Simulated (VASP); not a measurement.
# SnSe (Pnma) in VASP: settings compared

The runs below take SnSe through single point, with r2SCAN, PBEsol, BLYP+D3(BJ), revPBE, BLYP.

Program: VASP 6.6.1. These are calculated values, not measurements. Logs are shortened: lines on timing, memory, paths and dates and some standing lists are left out, and cuts for length are marked.

**What was measured.**

“Linear dichroism of the optical properties of SnS and SnSe van der Waals crystals”, 2024, arxiv:2409.17412 reports, for a bulk crystal of SnSe at 300 K: band gap 0.89 eV (indirect).

The runs below are set against these values where they give the same quantity.

## 1. The cell of the first run

The structure is orthorhombic, space group Pnma (No. 62). Conventional cell: a = 11.682 Å, b = 4.125 Å, c = 4.698 Å, α = 90.00°, β = 90.00°, γ = 90.00°. Within 3.6 Å of Sn (site symmetry m) lie 6 Se at 2.76 to 3.57 Å. Se (site symmetry m) has 6 Sn at 2.76 to 3.57 Å within 3.6 Å.

## 2. Single point, r2SCAN

File POSCAR:

```
SnSe
1.0
   11.6817137435      0.0000000000      0.0000000000
    0.0000000000      4.1250611471      0.0000000000
    0.0000000000      0.0000000000      4.6978241324
Sn Se
4 4
Direct
    0.8798430955      0.7500000000      0.8756373014
    0.6201569045      0.2500000000      0.3756373014
    0.3798430955      0.7500000000      0.6243626986
    0.1201569045      0.2500000000      0.1243626986
    0.6479573101      0.7500000000      0.9884815095
    0.8520426899      0.2500000000      0.4884815095
    0.1479573101      0.7500000000      0.5115184905
    0.3520426899      0.2500000000      0.0115184905
```

File INCAR.step1:

```
SYSTEM = SnSe
  ALGO = Normal
  EDIFF = 1E-4
  ENCUT = 520
  GGA = PE
  ISMEAR = -1
  LASPH = .TRUE.
  LCHARG = .FALSE.
  LREAL = .FALSE.
  LWAVE = .TRUE.
  NBANDS = 50
  NELM = 80
  PREC = Accurate
  SIGMA = 0.05
```

File INCAR.step2:

```
SYSTEM = SnSe
  ALGO = Normal
  EDIFF = 1E-7
  ENCUT = 520
  ISIF = 2
  ISMEAR = -1
  ISTART = 1
  LASPH = .TRUE.
  LCHARG = .FALSE.
  LMIXTAU = .TRUE.
  LREAL = .FALSE.
  LWAVE = .FALSE.
  METAGGA = R2SCAN
  NBANDS = 50
  NELM = 80
  PREC = Accurate
  SIGMA = 0.05
```

File KPOINTS:

```
k-points
0
G
  3 6 6
  0 0 0
```

Potentials or basis: VASP PAW PBE potentials, release 64 (Sn_d, Se).

The run is started by

```
$ cat potpaw_PBE.64/Sn_d/POTCAR potpaw_PBE.64/Se/POTCAR > POTCAR
$ cp INCAR.step1 INCAR
$ mpirun -np 1 vasp_std > vasp.out
$ cp INCAR.step2 INCAR
$ mpirun -np 1 vasp_std > vasp.out
```

OUTCAR:

```text
SYSTEM = SnSe
   EDIFF = 1E-7
   ENCUT = 520
   ISIF = 2
   ISMEAR = -1
   ISTART = 1
   LASPH = .TRUE.
   LREAL = .FALSE.
   METAGGA = R2SCAN
   NELM = 80
   PREC = Accurate

 ion  position               nearest neighbor table
   1  0.880  0.750  0.876-   5 2.76   6 2.77   6 2.77   4 3.67   4 3.67
   2  0.620  0.250  0.376-   6 2.76   5 2.77   5 2.77   3 3.67   3 3.67
   3  0.380  0.750  0.624-   7 2.76   8 2.77   8 2.77   2 3.67   2 3.67
   4  0.120  0.250  0.124-   8 2.76   7 2.77   7 2.77   1 3.67   1 3.67
   5  0.648  0.750  0.988-   1 2.76   2 2.77   2 2.77
   6  0.852  0.250  0.488-   2 2.76   1 2.77   1 2.77
   7  0.148  0.750  0.512-   3 2.76   4 2.77   4 2.77
   8  0.352  0.250  0.012-   4 2.76   3 2.77   3 2.77

  LATTYP: Found a simple orthorhombic cell.
 ALAT       =     4.1250611471
 B/A-ratio  =     1.1388495746
 C/A-ratio  =     2.8318886259

  Lattice vectors:

 A1 = (   0.0000000000,   4.1250611471,   0.0000000000)
 A2 = (   0.0000000000,   0.0000000000,   4.6978241324)
 A3 = (  11.6817137435,   0.0000000000,   0.0000000000)

Analysis of symmetry for initial positions (statically):
=====================================================================
 Subroutine PRICEL returns:
 Original cell was already a primitive cell.

 Routine SETGRP: Setting up the symmetry group for a
 simple orthorhombic supercell.

 Subroutine GETGRP returns: Found  8 space group operations
 (whereof  2 operations were pure point group operations)
 out of a pool of  8 trial point group operations.

The static configuration has the point symmetry S_2 .
 The point group associated with its full space group is D_2h.

Analysis of symmetry for dynamics (positions and initial velocities):
=====================================================================
 Subroutine PRICEL returns:
 Original cell was already a primitive cell.

 Routine SETGRP: Setting up the symmetry group for a
 simple orthorhombic supercell.

 Subroutine GETGRP returns: Found  8 space group operations
 (whereof  2 operations were pure point group operations)
 out of a pool of  8 trial point group operations.

The dynamic configuration has the point symmetry S_2 .
 The point group associated with its full space group is D_2h.

 Subroutine INISYM returns: Found  8 space group operations
 (whereof  2 operations are pure point group operations),
 and found     1 'primitive' translations

----------------------------------------------------------------------------------------

                                     Primitive cell

  volume of cell :     226.3777

  direct lattice vectors                    reciprocal lattice vectors
    11.681713743  0.000000000  0.000000000     0.085603878  0.000000000  0.000000000
     0.000000000  4.125061147  0.000000000     0.000000000  0.242420649  0.000000000
     0.000000000  0.000000000  4.697824132     0.000000000  0.000000000  0.212864503

  length of vectors
    11.681713743  4.125061147  4.697824132     0.085603878  0.242420649  0.212864503

  position of ions in fractional coordinates (direct lattice)
     0.879843096  0.750000000  0.875637301
     0.620156904  0.250000000  0.375637301
     0.379843096  0.750000000  0.624362699
     0.120156904  0.250000000  0.124362699
     0.647957310  0.750000000  0.988481509
     0.852042690  0.250000000  0.488481509
     0.147957310  0.750000000  0.511518491
     0.352042690  0.250000000  0.011518491

  ion indices of the primitive-cell ions
   primitive index   ion index
                 1           1
                 2           2
                 3           3
                 4           4
                 5           5
                 6           6
                 7           7
                 8           8

----------------------------------------------------------------------------------------

 KPOINTS: k-points

Automatic generation of k-mesh.
 Grid dimensions read from file:
 generate k-points for:    3    6    6

 Generating k-lattice:

  Cartesian coordinates                     Fractional coordinates (reciprocal lattice)
     0.028534626  0.000000000  0.000000000     0.333333333  0.000000000  0.000000000
     0.000000000  0.040403441  0.000000000     0.000000000  0.166666667  0.000000000
     0.000000000  0.000000000  0.035477417     0.000000000  0.000000000  0.166666667

  Length of vectors
     0.028534626  0.040403441  0.035477417

  Shift w.r.t. Gamma in fractional coordinates (k-lattice)
     0.000000000  0.000000000  0.000000000

 Subroutine IBZKPT returns following result:
 ===========================================

 Found     32 irreducible k-points:

 Following reciprocal coordinates:
            Coordinates               Weight
  0.000000  0.000000  0.000000      1.000000
  0.333333  0.000000  0.000000      2.000000
  0.000000  0.166667  0.000000      2.000000
  0.333333  0.166667  0.000000      4.000000
  0.000000  0.333333  0.000000      2.000000
  0.333333  0.333333  0.000000      4.000000
[... 16 lines left out ...]
  0.000000  0.500000  0.333333      2.000000
  0.333333  0.500000  0.333333      4.000000
 [... further k-points ...]
   k-points           NKPTS =     32   k-points in BZ     NKDIM =     32   number of bands    NBANDS=     50
   number of dos      NEDOS =    301   number of ions     NIONS =      8
   total plane-waves  NPLWV = 103680
   dimension x,y,z NGX =    90 NGY =   32 NGZ =   36
   dimension x,y,z NGXF=   180 NGYF=   64 NGZF=   72
   ions per type =               4   4
   NGX,Y,Z   is equivalent  to a cutoff of  12.81, 12.90, 12.74 a.u.
   NGXF,Y,Z  is equivalent  to a cutoff of  25.62, 25.79, 25.48 a.u.
 SYSTEM =  SnSe
   PREC   = accura    normal or accurate (medium, high low for compatibility)
   ISTART =      1    job   : 0-new  1-cont  2-samecut
   ICHARG =      0    charge: 1-file 2-atom 10-const
   ISPIN  =      1    spin polarized calculation?
   LNONCOLLINEAR =      F non collinear calculations
   LSORBIT =      F    spin-orbit coupling
   LASPH  =      T    aspherical Exc in radial PAW
   ENCUT  =  520.0 eV  38.22 Ry    6.18 a.u.  21.72  7.67  8.73*2*pi/ulx,y,z
   NELM   =     80;   NELMIN=  2; NELMDL=  0     # of ELM steps
   EDIFF  = 0.1E-06   stopping-criterion for ELM
   LREAL  =      F    real-space projection
   EDIFFG = 0.1E-05   stopping-criterion for IOM
   NSW    =      0    number of steps for IOM
   IBRION =     -1    ionic relax: 0-MD 1-quasi-New 2-CG
   NFREE  =      0    steps in history (QN), initial steepest desc. (CG)
   ISIF   =      2    stress and relaxation
   ISYM   =      2    0-nonsym 1-usesym 2-fastsym
   POTIM  = 0.5000    time-step for ionic-motion
   TEBEG  =    0.0;   TEEND  =   0.0 temperature during run
   PSTRESS=    0.0 pullay stress
   NELECT =      80.0000    total number of electrons
   NUPDOWN=      -1.0000    fix difference up-down
   EMIN   =  10.00;   EMAX   =-10.00  energy-range for DOS
   EFERMI =   0.00;   METHOD = LEGACY
   ISMEAR =    -1;   SIGMA  =   0.05  broadening in eV -4-tet -1-fermi 0-gaus
   EFERMI_NEDOS =   21; number of points for ismear=-14 and -15
   IALGO  =     38    algorithm
   IMIX   =      4    mixing-type and parameters
     AMIX     =   0.40;   BMIX     =  1.00
     AMIX_MAG =   1.60;   BMIX_MAG =  1.00
  volume/ion in A,a.u.               =      28.30       190.96
  Fermi-wavevector in a.u.,A,eV,Ry     =   1.157427  2.187220 18.226870  1.339637
  Thomas-Fermi vector in A             =   2.294038
   LORBIT       =      0    0 simple, 1 ext, 2 COOP (PROOUT), +10 PAW based schemes
   METAGGA = R2SCAN    functional components
   LHFCALC =     F    Hartree Fock is set to
   AEXX    =    0.0000 exact exchange contribution
   IVDW    =     0    specifies the selected vdW correction
   LEPSILON=     F    determine dielectric tensor
   LRPA    =     F    only Hartree local field effects (RPA)
 non-spin polarized calculation
  energy-cutoff  :      520.00
  volume of cell :      226.38
 maximum number of plane-waves:      6132
 NGX is ok and might be reduce to    90
   NGX = 43   NGY = 15   NGZ = 17

 number of electron      79.9999987 magnetization

 Free energy of the ion-electron system (eV)
  ---------------------------------------------------
  ext. energy  EPLUGINS =         0.00000000
  ---------------------------------------------------
  free energy    TOTEN  =      -159.84765457 eV

  energy without entropy =     -159.84765257  energy(sigma->0) =     -159.84765357

 E-fermi :   5.1116     XC(G=0):  -9.9378

 val. band max:        4.5895386086   @ k =   0.0000   0.0000   0.3333
 cond. band min:       5.6126767910   @ k =   0.0000   0.3333   0.0000
 fundamental gap:      1.0231381824
 Fermi energy:         5.1116027240

 k-point     1 :       0.0000    0.0000    0.0000
  band No.  band energies     occupation
      1     -17.2937      2.00000
      2     -17.2818      2.00000
      3     -17.2751      2.00000
      4     -17.2710      2.00000
      5     -17.2682      2.00000
      6     -17.2674      2.00000
[... 42 lines left out ...]
     49       9.5994      0.00000
     50       9.9472      0.00000

 k-point     2 :       0.3333    0.0000    0.0000
  band No.  band energies     occupation
      1     -17.2915      2.00000
      2     -17.2861      2.00000
      3     -17.2723      2.00000
      4     -17.2705      2.00000
      5     -17.2693      2.00000
      6     -17.2692      2.00000
[... 42 lines left out ...]
     49       9.7892      0.00000
     50       9.8507      0.00000

 k-point     3 :       0.0000    0.1667    0.0000
  band No.  band energies     occupation
      1     -17.2886      2.00000
      2     -17.2813      2.00000
      3     -17.2744      2.00000
      4     -17.2717      2.00000
      5     -17.2698      2.00000
      6     -17.2668      2.00000
[... 1102 lines left out ...]
     49       9.6225      0.00000
     50       9.6225      0.00000

 k-point    24 :       0.3333    0.5000    0.3333
  band No.  band energies     occupation
      1     -17.2909      2.00000
      2     -17.2909      2.00000
      3     -17.2886      2.00000
      4     -17.2886      2.00000
      5     -17.2590      2.00000
      6     -17.2590      2.00000
[... 42 lines left out ...]
     49      10.1809      0.00000
     50      10.1810      0.00000

 [... further k-points ...]
[... 5 lines left out ...]
  --------------------------------------------------------------------------------------
  -------------------------------------------------------------------------------------
  Total        0.0689735      0.0383897      0.0388925      0.0000000      0.0000000      0.0000000
  in kB        0.4881566      0.2717012      0.2752595      0.0000000      0.0000000      0.0000000
  external PRESSURE =       0.3450391 kB  Pullay stress =       0.0000000 kB

 VOLUME and BASIS-vectors are now :
 -----------------------------------------------------------------------------
  energy-cutoff  :      520.00
  volume of cell :      226.38
      direct lattice vectors                 reciprocal lattice vectors
    11.681713743  0.000000000  0.000000000     0.085603878  0.000000000  0.000000000
     0.000000000  4.125061147  0.000000000     0.000000000  0.242420649  0.000000000
     0.000000000  0.000000000  4.697824132     0.000000000  0.000000000  0.212864503

 POSITION                                       TOTAL-FORCE (eV/Angst)
 -----------------------------------------------------------------------------------
     10.27808      3.09380      4.11359         0.017894      0.000000      0.014999
      7.24450      1.03127      1.76468        -0.017894     -0.000000      0.014999
      4.43722      3.09380      2.93315         0.017894      0.000000     -0.014999
      1.40364      1.03127      0.58423        -0.017894     -0.000000     -0.014999
      7.56925      3.09380      4.64371        -0.005864      0.000000     -0.013998
      9.95332      1.03127      2.29480         0.005864     -0.000000     -0.013998
      1.72839      3.09380      2.40302        -0.005864     -0.000000      0.013998
      4.11246      1.03127      0.05411         0.005864      0.000000      0.013998
 -----------------------------------------------------------------------------------
    total drift:                               -0.000000      0.000000      0.000000

  FREE ENERGIE OF THE ION-ELECTRON SYSTEM (eV)
  ---------------------------------------------------
  free  energy   TOTEN  =      -159.8476545683 eV

  energy  without entropy=     -159.8476525707  energy(sigma->0) =     -159.84765357
```

Wall time 13 min (1 thread of AMD EPYC 9R45 (Zen 5), shared host); peak memory 0.48 GiB.

What came out:

* Free energy: -159.8477 eV
* Pressure: 0.0 GPa
* Largest force: 0.023 eV/Å
* Band gap on the k mesh: 1.02 eV, indirect (least direct gap 1.37 eV)

Forces on the atoms (eV/Å):
```
Sn   0.018  0.000  0.015
Sn  -0.018  0.000  0.015
Sn   0.018  0.000 -0.015
Sn  -0.018  0.000 -0.015
Se  -0.006  0.000 -0.014
Se   0.006  0.000 -0.014
Se  -0.006  0.000  0.014
Se   0.006  0.000  0.014
```

Caveat: the PAW data sets were made with another functional, which shifts forces and pressure a little; spin-orbit coupling is left out, which moves the levels of the heavy elements.

## 3. Single point, PBEsol

This run uses another cell than the first one, of 25.93 Å³/atom, 0.916 times its volume.

File INCAR:

```
ALGO     = Normal         # electronic algorithm
EDIFF    = 1E-6           # SCF threshold, eV
ENCUT    = 520            # plane-wave cutoff, eV
GGA      = PS             # functional
ISIF     = 2              # what is computed and relaxed
ISMEAR   = -1             # smearing method
LASPH    = True           # aspherical terms in the spheres
LCHARG   = False          # write CHGCAR
LREAL    = False          # projectors in reciprocal space
LWAVE    = False          # write WAVECAR
NBANDS   = 50             # bands
NELM     = 80             # most SCF steps
PREC     = Accurate       # precision mode
SIGMA    = 0.05           # smearing width, eV
```

File KPOINTS:

```
k-points
0
Gamma
  3 6 6
```

File POSCAR:

```
SnSe
1.0
   11.4402812469      0.0000000000      0.0000000000
    0.0000000000      4.1518847156      0.0000000000
    0.0000000000      0.0000000000      4.3679798112
Sn Se
4 4
Direct
    0.8818620434      0.7500000000      0.9038585127
    0.6181379566      0.2500000000      0.4038585127
    0.3818620434      0.7500000000      0.5961414873
    0.1181379566      0.2500000000      0.0961414873
    0.6426539057      0.7500000000      0.9771991465
    0.8573460943      0.2500000000      0.4771991465
    0.1426539057      0.7500000000      0.5228008535
    0.3573460943      0.2500000000      0.0228008535
```

Potentials or basis: VASP PAW PBE potentials, release 64 (Sn_d, Se).

The run is started by

```
$ cat potpaw_PBE.64/Sn_d/POTCAR potpaw_PBE.64/Se/POTCAR > POTCAR
$ mpirun -np 1 vasp_std > vasp.out
```

Run time: 2.1 min. Hardware: 1 thread of AMD EPYC 9R45 (Zen 5), shared host; peak memory 0.39 GiB.

The run converged. Its results:

| Item | Value |
| --- | --- |
| Free energy | -35.9283 eV |
| Pressure | 0.0 GPa |
| Largest force | 0.017 eV/Å |
| Band gap on the k mesh | 0.39 eV, indirect (least direct gap 0.53 eV) |

Forces on the atoms (eV/Å):
```
Sn   0.014  0.000  0.010
Sn  -0.014  0.000  0.010
Sn   0.014  0.000 -0.010
Sn  -0.014  0.000 -0.010
Se  -0.009  0.000 -0.009
Se   0.009  0.000 -0.009
Se  -0.009  0.000  0.009
Se   0.009  0.000  0.009
```

Levels at points of the mesh, in eV from the valence-band top:
```tsv
k point	band 37	band 38	band 39	band 40	band 41	band 42	band 43	band 44
(0.00, 0.00, 0.00)	-1.70	-1.34	-0.79	-0.63	0.47	2.87	2.97	2.98
(0.00, 0.50, 0.00)	-1.06	-1.06	-0.71	-0.71	0.83	0.83	1.32	1.32
(0.00, 0.00, 0.50)	-0.86	-0.86	-0.31	-0.31	1.13	1.13	1.39	1.39
(0.00, 0.50, 0.50)	-2.45	-2.45	-1.59	-1.59	2.54	2.54	2.98	2.98
```

Caveat: the PAW data sets were made with another functional, which shifts forces and pressure a little; spin-orbit coupling is left out, which moves the levels of the heavy elements.

(Part 1 of 2 ends here.)
